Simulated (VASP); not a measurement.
# Sn (C2/c) in VASP: a series of runs, part 2 of 2

VASP 6.6.1. The steps go on from the part before.

### Step 3. Single point, PBE

INCAR

```
SYSTEM = Sn
  PREC = Accurate
  ENCUT = 520
  EDIFF = 1E-6
  ISMEAR = 0
  SIGMA = 0.6
  LREAL = .False.
  LASPH = .True.
  NELM = 60
  ALGO = Normal
  ISIF = 2
  LWAVE = .False.
  LCHARG = .True.
  GGA = PE
  LELF = .True.
  LVHAR = .True.
  NBANDS = 21
```

KPOINTS

```
regular mesh
0
Gamma
  11 11 8
  0 0 0
```

POSCAR

```
Sn
1.0
   -2.9773321013      2.9790067394      1.6030901642
    2.9790067394     -2.9773321013      1.6030901642
    2.9770686044      2.9770686044     -1.6000204610
Sn
2
Direct
    0.0000231878      0.9999768122      0.0000000000
    0.7499768122      0.2500231878      0.5000000000
```

Potentials or basis: VASP PAW PBE potentials, release 64 (Sn_d).

On the command line:

```bash
$ cat potpaw_PBE.64/Sn_d/POTCAR > POTCAR
$ mpirun -np 1 vasp_std > vasp.out
```

OUTCAR:

```text
SYSTEM = Sn
   PREC = Accurate
   ENCUT = 520
   EDIFF = 1E-6
   ISMEAR = 0
   LREAL = .False.
   LASPH = .True.
   NELM = 60
   ISIF = 2
   GGA = PE

 ion  position               nearest neighbor table
   1  0.000  1.000  0.000-   2 3.08   2 3.08   2 3.08   2 3.08
   2  0.750  0.250  0.500-   1 3.08   1 3.08   1 3.08   1 3.08

  LATTYP: Found a base centered monoclinic cell.
 ALAT       =     3.2061812031
 B/A-ratio  =     2.6272798189
 C/A-ratio  =     1.4047838613
 COS(beta)  =    -0.3545544096

  Lattice vectors:
[... 768 lines left out ...]

  FORCE on cell =-STRESS in cart. coord.  units (eV):
  Direction    XX          YY          ZZ          XY          YZ          ZX
  --------------------------------------------------------------------------------------
  -------------------------------------------------------------------------------------
  Total        0.0885432      0.0885432      0.0775998      0.0033220     -0.0069589     -0.0069588
  in kB        2.4945238      2.4945238      2.1862166      0.0935902     -0.1960520     -0.1960506
  external PRESSURE =       2.3917548 kB  Pullay stress =       0.0000000 kB

 VOLUME and BASIS-vectors are now :
 -----------------------------------------------------------------------------
  energy-cutoff  :      520.00
  volume of cell :       56.87
      direct lattice vectors                 reciprocal lattice vectors
    -2.977332101  2.979006739  1.603090164    -0.000153283  0.167735084  0.311810085
     2.979006739 -2.977332101  1.603090164     0.167735084 -0.000153283  0.311810085
     2.977068604  2.977068604 -1.600020461     0.167903313  0.167903313 -0.000175397

 POSITION                                       TOTAL-FORCE (eV/Angst)
 -----------------------------------------------------------------------------------
      2.97887     -2.97719      1.60309        -0.001041      0.001041     -0.000000
      0.00043      2.97832      0.80308         0.001041     -0.001041      0.000000
 -----------------------------------------------------------------------------------
    total drift:                                0.000000     -0.000000      0.000000

  FREE ENERGIE OF THE ION-ELECTRON SYSTEM (eV)
  ---------------------------------------------------
  free  energy   TOTEN  =        -7.7054087364 eV

  energy  without entropy=       -7.5226340907  energy(sigma->0) =       -7.61402141
```

OSZICAR:

```text
N       E                     dE             d eps       ncg     rms          rms(c)
DAV:   1     0.222516663054E+03    0.22252E+03   -0.14418E+04 11463   0.204E+03
DAV:   2     0.154824395226E+02   -0.20703E+03   -0.20292E+03 11445   0.454E+02
DAV:   3    -0.697271413022E+01   -0.22455E+02   -0.22274E+02 13208   0.135E+02
DAV:   4    -0.769188777978E+01   -0.71917E+00   -0.71864E+00 12788   0.268E+01
DAV:   5    -0.772125326552E+01   -0.29365E-01   -0.29365E-01 16222   0.509E+00    0.217E+00
DAV:   6    -0.770802564110E+01    0.13228E-01   -0.30145E-02 15342   0.238E+00    0.121E+00
DAV:   7    -0.770541573588E+01    0.26099E-02   -0.17076E-02 15350   0.180E+00    0.159E-01
DAV:   8    -0.770540200044E+01    0.13735E-04   -0.18076E-03 13791   0.558E-01    0.379E-02
DAV:   9    -0.770540939298E+01   -0.73925E-05   -0.56625E-05 15389   0.663E-02    0.115E-02
DAV:  10    -0.770540873643E+01    0.65656E-06   -0.67043E-06 13506   0.349E-02
   1 F= -.77054087E+01 E0= -.76140214E+01  d E =-.182775E+00
```

It took 2.9 min on 1 thread of AMD EPYC 9R45 (Zen 5), shared host; peak memory 0.36 GiB.

What came out:

```yaml
Free_energy: -7.7054 eV
Pressure: 0.2 GPa
Band_gap_on_the_k_mesh: zero (bands 14 and 15 overlap by 3.51 eV)
```

Levels at points of the mesh, in eV from the Fermi level:
| k point | band 12 | band 13 | band 14 | band 15 | band 16 | band 17 |
| --- | --- | --- | --- | --- | --- | --- |
| (0.00, 0.00, 0.00) | -3.87 | -1.89 | -1.89 | 3.01 | 5.91 | 5.91 |
| (0.00, 0.00, 0.50) | -8.66 | 0.55 | 0.55 | 1.41 | 1.41 | 6.01 |

Caveat: so wide a smearing shifts energies and pressures; spin-orbit coupling is left out, which moves the levels of the heavy elements.

### Step 4. Single point, PBE

INCAR

```
SYSTEM = Sn
PREC = Accurate
ENCUT = 520
EDIFF = 1E-6
ISMEAR = -1
SIGMA = 0.1
LREAL = .False.
LASPH = .True.
NELM = 100
ALGO = Normal
ISIF = 2
LWAVE = .False.
LCHARG = .False.
GGA = PE
NBANDS = 21
```

KPOINTS

```
Automatic mesh
0
Gamma
  12 12 8
  0 0 0
```

POSCAR is that of step 3.

On the command line:

```bash
$ cat potpaw_PBE.64/Sn_d/POTCAR > POTCAR
$ mpirun -np 1 vasp_std > vasp.out
```

Run time: 5.1 min. Hardware: 1 thread of AMD EPYC 7R13 (Zen 3), shared host; peak memory 0.39 GiB.

Results (log left out):

| Property | Result |
| --- | --- |
| Free energy | -7.6283 eV |
| Pressure | -0.1 GPa |
| Band gap on the k mesh | zero (bands 14 and 15 overlap by 3.90 eV) |

Stress tensor (GPa, compression positive):
```
-0.24  0.02  0.01
 0.02 -0.24  0.01
 0.01  0.01  0.17
```

Levels at points of the mesh, in eV from the Fermi level:
```
           k point  band 10  band 11  band 12  band 13  band 14  band 15  band 16  band 17  band 18  band 19
(0.00, 0.00, 0.00)   -21.15   -10.77    -3.86    -1.88    -1.87     3.03     5.92     5.92     6.73     6.83
(0.50, 0.00, 0.00)   -21.20    -6.74    -5.20    -2.33    -1.61    -0.98     2.33     2.76     4.46     7.02
(0.50, 0.50, 0.00)   -21.26    -8.65    -8.65     0.57     0.57     1.42     1.43     6.01     6.04     9.50
(0.00, 0.00, 0.50)   -21.26    -8.65    -8.65     0.57     0.57     1.43     1.43     6.02     6.02     9.52
(0.50, 0.00, 0.50)   -21.20    -6.73    -5.19    -2.34    -1.62    -0.99     2.33     2.74     4.46     7.02
(0.50, 0.50, 0.50)   -21.31    -7.46    -7.46    -4.53    -4.53     5.12     5.12     8.81     8.81    12.34
```

Caveat: spin-orbit coupling is left out, which moves the levels of the heavy elements.

### Step 5. Single point, PBE (29.57 Å³/atom)

This run uses another cell than the first one, of 29.57 Å³/atom.

INCAR

```
SYSTEM = Sn
PREC = Accurate
ENCUT = 520
EDIFF = 1E-6
ISMEAR = -1
SIGMA = 0.1
LREAL = .FALSE.
LASPH = .TRUE.
NELM = 60
ALGO = Normal
ISIF = 2
LWAVE = .FALSE.
LCHARG = .TRUE.
GGA = PE
LELF = .TRUE.
LVHAR = .TRUE.
NBANDS = 21
```

KPOINTS

```
Automatic mesh
0
G
  18 18 12
  0 0 0
```

POSCAR

```
Sn
1.0
   -3.0165120167      3.0182086921      1.6241858750
    3.0182086921     -3.0165120167      1.6241858750
    3.0162450524      3.0162450524     -1.6210757764
Sn
2
Direct
    0.0000231878      0.9999768122      0.0000000000
    0.7499768122      0.2500231878      0.5000000000
```

On the command line:

```bash
$ cat potpaw_PBE.64/Sn_d/POTCAR > POTCAR
$ mpirun -np 1 vasp_std > vasp.out
```

It took 17 min on 1 thread of Oxide Virtual Turin-like, shared host; peak memory 0.96 GiB.

Results (log left out):

| Item | Value |
| --- | --- |
| Free energy | -7.6141 eV |
| Pressure | -1.7 GPa |
| Band gap on the k mesh | zero (bands 14 and 15 overlap by 3.88 eV) |

Stress tensor (GPa, compression positive):
```
-1.85 -0.01 -0.01
-0.01 -1.85 -0.01
-0.01 -0.01 -1.49
```

Levels at points of the mesh, in eV from the Fermi level:
```
           k point  band 12  band 13  band 14  band 15  band 16  band 17
(0.00, 0.00, 0.00)    -3.98    -1.78    -1.78     3.08     5.72     5.72
(0.50, 0.00, 0.00)    -5.11    -2.34    -1.53    -0.92     2.36     2.66
(0.50, 0.50, 0.00)    -8.46     0.57     0.57     1.35     1.35     5.82
(0.00, 0.00, 0.50)    -8.46     0.57     0.57     1.35     1.35     5.84
(0.50, 0.00, 0.50)    -5.11    -2.35    -1.54    -0.93     2.35     2.64
(0.50, 0.50, 0.50)    -7.37    -4.33    -4.33     4.97     4.97     8.44
```

Caveat: spin-orbit coupling is left out, which moves the levels of the heavy elements.

### Step 6. Overview

```csv
cell,k mesh,smearing,gap on the mesh (eV),pressure (GPa)
"a = 4.507, b = 4.507, c = 4.504 Å, angles 97.2, 97.2, 138.3°, 2 atoms",11 × 11 × 8,gaussian 0.3 eV,none,0.0
"a = 4.507, b = 4.507, c = 4.504 Å, angles 97.2, 97.2, 138.3°, 2 atoms",11 × 11 × 8,gaussian 0.6 eV,none,0.2
"a = 4.507, b = 4.507, c = 4.504 Å, angles 97.2, 97.2, 138.3°, 2 atoms",12 × 12 × 8,fermi-dirac 0.1 eV,none,-0.1
"a = 4.566, b = 4.566, c = 4.563 Å, angles 97.2, 97.2, 138.3°, 2 atoms",18 × 18 × 12,fermi-dirac 0.1 eV,none,-1.7
```

Alike in all rows: task single point; level PBE; potentials or basis VASP PAW PBE potentials, release 64 (Sn_d); no spin polarisation; cutoff (eV) 520.

Caveats: spin-orbit coupling is left out, which moves the levels of the heavy elements; so wide a smearing shifts energies and pressures (at least some runs).

Absolute energies hang on the potentials; compare differences alone.
